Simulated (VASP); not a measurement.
# Si (Fd-3m) in VASP: a series of runs

The runs below take Si through single point, with PBE.

Program: VASP 6.6.1. These are calculated values, not measurements. Logs are shortened: lines on timing, memory, paths and dates and some standing lists are left out, and cuts for length are marked.

### Step 1. The cell of the first run

It takes space group Fd-3m (No. 227, cubic). The conventional cell has a = 5.470 Å, b = 5.470 Å, c = 5.470 Å, α = 90.00°, β = 90.00°, γ = 90.00°. Si (site symmetry -43m) has 4 Si at 2.37 Å within 3.1 Å.

### Step 2. Single point, PBE

INCAR

```
ALGO     = Normal         # electronic algorithm
EDIFF    = 1E-6           # SCF threshold, eV
ENCUT    = 500            # plane-wave cutoff, eV
GGA      = PE             # functional
GGA_COMPAT= False        
ISIF     = 2              # what is computed and relaxed
ISMEAR   = -1             # smearing method
LASPH    = True           # aspherical terms in the spheres
LCHARG   = False          # write CHGCAR
LREAL    = False          # projectors in reciprocal space
LWAVE    = False          # write WAVECAR
NBANDS   = 26             # bands
NELM     = 120            # most SCF steps
PREC     = Accurate       # precision mode
SIGMA    = 0.01           # smearing width, eV
```

KPOINTS

```
k-points
0
Gamma
  3 3 3
```

POSCAR

```
Si
1.0
    5.4697269700      0.0000000000      0.0000000000
    0.0000000000      5.4697269700      0.0000000000
    0.0000000000      0.0000000000      5.4697269700
Si
8
Direct
    0.2500000000      0.2500000000      0.7500000000
    0.2500000000      0.7500000000      0.2500000000
    0.7500000000      0.2500000000      0.2500000000
    0.7500000000      0.7500000000      0.7500000000
    0.0000000000      0.0000000000      0.5000000000
    0.0000000000      0.5000000000      0.0000000000
    0.5000000000      0.0000000000      0.0000000000
    0.5000000000      0.5000000000      0.5000000000
```

Potentials or basis: VASP PAW PBE potentials, release 64 (Si).

Run with:

```sh
$ cat potpaw_PBE.64/Si/POTCAR > POTCAR
$ mpirun -np 1 vasp_std > vasp.out
```

OUTCAR:

```text
EDIFF = 1E-6
   ENCUT = 500
   GGA = PE
   ISIF = 2
   ISMEAR = -1
   LASPH = True
   LREAL = False
   NELM = 120
   PREC = Accurate

 ion  position               nearest neighbor table
   1  0.250  0.250  0.750-   5 2.37   6 2.37   7 2.37   8 2.37
   2  0.250  0.750  0.250-   5 2.37   6 2.37   7 2.37   8 2.37
   3  0.750  0.250  0.250-   5 2.37   6 2.37   7 2.37   8 2.37
   4  0.750  0.750  0.750-   5 2.37   6 2.37   7 2.37   8 2.37
   5  0.000  0.000  0.500-   1 2.37   2 2.37   3 2.37   4 2.37
   6  0.000  0.500  0.000-   1 2.37   2 2.37   3 2.37   4 2.37
   7  0.500  0.000  0.000-   1 2.37   2 2.37   3 2.37   4 2.37
   8  0.500  0.500  0.500-   1 2.37   2 2.37   3 2.37   4 2.37

  LATTYP: Found a simple cubic cell.
 ALAT       =     5.4697269700

  Lattice vectors:

 A1 = (   5.4697269700,   0.0000000000,   0.0000000000)
 A2 = (   0.0000000000,   5.4697269700,   0.0000000000)
 A3 = (   0.0000000000,   0.0000000000,   5.4697269700)

Analysis of symmetry for initial positions (statically):
=====================================================================
 Subroutine PRICEL returns following result:

  LATTYP: Found a face centered cubic cell.
 ALAT       =     5.4697269700

  Lattice vectors:

 A1 = (   2.7348634850,  -2.7348634850,   0.0000000000)
 A2 = (   2.7348634850,   0.0000000000,   2.7348634850)
 A3 = (   0.0000000000,  -2.7348634850,   2.7348634850)

   4 primitive cells build up your supercell.

 Routine SETGRP: Setting up the symmetry group for a
 simple cubic supercell.

 Subroutine GETGRP returns: Found 48 space group operations
 (whereof 24 operations were pure point group operations)
 out of a pool of 48 trial point group operations.

The static configuration has the point symmetry T_d .
 The point group associated with its full space group is O_h .

Analysis of symmetry for dynamics (positions and initial velocities):
=====================================================================
 Subroutine PRICEL returns following result:

  LATTYP: Found a face centered cubic cell.
 ALAT       =     5.4697269700

  Lattice vectors:

 A1 = (   2.7348634850,  -2.7348634850,   0.0000000000)
 A2 = (   2.7348634850,   0.0000000000,   2.7348634850)
 A3 = (   0.0000000000,  -2.7348634850,   2.7348634850)

[... 89 lines left out ...]
   EDIFF  = 0.1E-05   stopping-criterion for ELM
   LREAL  =      F    real-space projection
   EDIFFG = 0.1E-04   stopping-criterion for IOM
   NSW    =      0    number of steps for IOM
   IBRION =     -1    ionic relax: 0-MD 1-quasi-New 2-CG
   NFREE  =      0    steps in history (QN), initial steepest desc. (CG)
   ISIF   =      2    stress and relaxation
   ISYM   =      2    0-nonsym 1-usesym 2-fastsym
   POTIM  = 0.5000    time-step for ionic-motion
   TEBEG  =    0.0;   TEEND  =   0.0 temperature during run
   PSTRESS=    0.0 pullay stress
   NELECT =      32.0000    total number of electrons
   NUPDOWN=      -1.0000    fix difference up-down
   EMIN   =  10.00;   EMAX   =-10.00  energy-range for DOS
   EFERMI =   0.00;   METHOD = LEGACY
   ISMEAR =    -1;   SIGMA  =   0.01  broadening in eV -4-tet -1-fermi 0-gaus
   EFERMI_NEDOS =   21; number of points for ismear=-14 and -15
   IALGO  =     38    algorithm
   IMIX   =      4    mixing-type and parameters
     AMIX     =   0.40;   BMIX     =  1.00
     AMIX_MAG =   1.60;   BMIX_MAG =  1.00
  volume/ion in A,a.u.               =      20.46       138.04
  Fermi-wavevector in a.u.,A,eV,Ry     =   0.950224  1.795662 12.285041  0.902925
  Thomas-Fermi vector in A             =   2.078580
   LORBIT       =      0    0 simple, 1 ext, 2 COOP (PROOUT), +10 PAW based schemes
   GGA     = PE    functional components
   LHFCALC =     F    Hartree Fock is set to
   AEXX    =    0.0000 exact exchange contribution
   IVDW    =     0    specifies the selected vdW correction
   LEPSILON=     F    determine dielectric tensor
   LRPA    =     F    only Hartree local field effects (RPA)
 non-spin polarized calculation
  energy-cutoff  :      500.00
  volume of cell :      163.64
 maximum number of plane-waves:      4173
 NGX is ok and might be reduce to    40
   NGX = 19   NGY = 19   NGZ = 19

 number of electron      31.9999997 magnetization

 Free energy of the ion-electron system (eV)
  ---------------------------------------------------
  ext. energy  EPLUGINS =         0.00000000
  ---------------------------------------------------
  free energy    TOTEN  =       -43.28293555 eV

  energy without entropy =      -43.28293555  energy(sigma->0) =      -43.28293555

 E-fermi :   5.8678     XC(G=0):  -9.3194

 val. band max:        5.6206836015   @ k =   0.0000   0.0000   0.0000
 cond. band min:       6.3690689515   @ k =   0.0000   0.0000   0.0000
 fundamental gap:      0.7483853500
 Fermi energy:         5.8677529257

 k-point     1 :       0.0000    0.0000    0.0000
  band No.  band energies     occupation
      1      -6.1922      2.00000
      2      -2.1249      2.00000
      3      -2.1249      2.00000
      4      -2.1249      2.00000
      5      -2.1249      2.00000
      6      -2.1249      2.00000
[... 105 lines left out ...]
     25       9.6786      0.00000
     26      10.2208      0.00000

------------------------ aborting loop because EDIFF is reached ----------------------------------------

  FORCE on cell =-STRESS in cart. coord.  units (eV):
  Direction    XX          YY          ZZ          XY          YZ          ZX
  --------------------------------------------------------------------------------------
  -------------------------------------------------------------------------------------
  Total        0.0499653      0.0499653      0.0499653      0.0000000      0.0000000      0.0000000
  in kB        0.4891953      0.4891953      0.4891953      0.0000000      0.0000000      0.0000000
  external PRESSURE =       0.4891953 kB  Pullay stress =       0.0000000 kB

 VOLUME and BASIS-vectors are now :
 -----------------------------------------------------------------------------
  energy-cutoff  :      500.00
  volume of cell :      163.64
      direct lattice vectors                 reciprocal lattice vectors
     5.469726970  0.000000000  0.000000000     0.182824482  0.000000000  0.000000000
     0.000000000  5.469726970  0.000000000     0.000000000  0.182824482  0.000000000
     0.000000000  0.000000000  5.469726970     0.000000000  0.000000000  0.182824482

 POSITION                                       TOTAL-FORCE (eV/Angst)
 -----------------------------------------------------------------------------------
      1.36743      1.36743      4.10230         0.000000     -0.000000      0.000000
      1.36743      4.10230      1.36743         0.000000      0.000000      0.000000
      4.10230      1.36743      1.36743         0.000000     -0.000000      0.000000
      4.10230      4.10230      4.10230         0.000000      0.000000      0.000000
      0.00000      0.00000      2.73486        -0.000000      0.000000     -0.000000
      0.00000      2.73486      0.00000        -0.000000     -0.000000     -0.000000
      2.73486      0.00000      0.00000        -0.000000      0.000000     -0.000000
      2.73486      2.73486      2.73486        -0.000000     -0.000000     -0.000000
 -----------------------------------------------------------------------------------
    total drift:                                0.000000      0.000000      0.000000

  FREE ENERGIE OF THE ION-ELECTRON SYSTEM (eV)
  ---------------------------------------------------
  free  energy   TOTEN  =       -43.2829355454 eV

  energy  without entropy=      -43.2829355454  energy(sigma->0) =      -43.28293555
```

OSZICAR:

```text
N       E                     dE             d eps       ncg     rms          rms(c)
DAV:   1     0.669141233146E+02    0.66914E+02   -0.11897E+04   208   0.984E+02
DAV:   2    -0.388330462485E+02   -0.10575E+03   -0.97051E+02   258   0.149E+02
DAV:   3    -0.438905674169E+02   -0.50575E+01   -0.49933E+01   254   0.300E+01
DAV:   4    -0.439721492822E+02   -0.81582E-01   -0.81410E-01   234   0.483E+00
DAV:   5    -0.439739194396E+02   -0.17702E-02   -0.17693E-02   260   0.671E-01    0.954E+00
DAV:   6    -0.434974049654E+02    0.47651E+00   -0.22584E-01   230   0.180E+00    0.583E+00
DAV:   7    -0.432767861731E+02    0.22062E+00   -0.48337E-01   238   0.276E+00    0.335E-01
DAV:   8    -0.432818404145E+02   -0.50542E-02   -0.28755E-02   228   0.709E-01    0.130E-01
DAV:   9    -0.432826955163E+02   -0.85510E-03   -0.12002E-03   238   0.171E-01    0.114E-01
DAV:  10    -0.432829357326E+02   -0.24022E-03   -0.45847E-04   220   0.914E-02    0.455E-02
DAV:  11    -0.432829355454E+02    0.18716E-06   -0.79781E-06   250   0.133E-02
   1 F= -.43282936E+02 E0= -.43282936E+02  d E =-.106354E-11
```

stdout:

```text
POSCAR found type information on POSCAR Si
 POSCAR found :  1 types and       8 ions
 scaLAPACK will be used
 LDA part: xc-table for (Slater+PW92), standard interpolation
 POSCAR, INCAR and KPOINTS ok, starting setup
 FFT: planning ... GRIDC
 FFT: planning ... GRID_SOFT
 FFT: planning ... GRID
 WAVECAR not read
 entering main loop
```

It took 15 s on 1 thread of Intel Xeon Platinum 8259CL at 2.50GHz (Skylake/Cascade Lake), shared host; peak memory 0.22 GiB.

What came out:

| Quantity | Value |
| --- | --- |
| Free energy | -43.2829 eV |
| Pressure | 0.0 GPa |
| Band gap on the k mesh | 0.75 eV |

Caveat: semilocal functionals underestimate gaps, and a narrow one can read as zero; an odd mesh through Γ misses points on the zone boundary, where band edges can lie.

(Continued in part 2 of 2.)
